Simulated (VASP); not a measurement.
A run of VASP 6.6.1 is set up as follows.

The input POSCAR:

```
Ba
1.0
   -2.4411979538      2.4411979538      2.4411979538
    2.4411979538     -2.4411979538      2.4411979538
    2.4411979538      2.4411979538     -2.4411979538
Ba
1
Direct
    0.0000000000      0.0000000000      0.0000000000
```

INCAR.step1

```
PREC = Accurate
ENCUT = 520
EDIFF = 1E-5
ISMEAR = -1
SIGMA = 0.1
LREAL = False
LASPH = True
NELM = 100
ALGO = Normal
ISIF = 2
LWAVE = True
GGA = PE
NBANDS = 11
```

File INCAR.step2:

```
PREC = Accurate
ENCUT = 520
EDIFF = 1E-7
ISMEAR = -1
SIGMA = 0.1
LREAL = False
LASPH = True
NELM = 100
ALGO = Normal
ISIF = 2
LWAVE = False
LCHARG = True
GGA = PE
LHFCALC = True
HFSCREEN = 0.2079
PRECFOCK = Normal
LELF = True
LVHAR = True
ISTART = 1
NBANDS = 11
```

File KPOINTS:

```
regular mesh
0
Gamma
  6 6 6
```

Potentials or basis: VASP PAW PBE potentials, release 64 (Ba_sv).

Run with:

```bash
$ cat potpaw_PBE.64/Ba_sv/POTCAR > POTCAR
$ cp INCAR.step1 INCAR
$ mpirun -np 1 vasp_std > vasp.out
$ cp INCAR.step2 INCAR
$ mpirun -np 1 vasp_std > vasp.out
```

(1) Predict the band gap on the k mesh.

(2) What does it give for the pressure?

Answers

(1) zero (bands 5 and 6 overlap by 1.02 eV).

(2) 1.6 GPa.

Caveat: the PAW data sets were made with another functional, which shifts forces and pressure a little; spin-orbit coupling is left out, which moves the levels of the heavy elements.
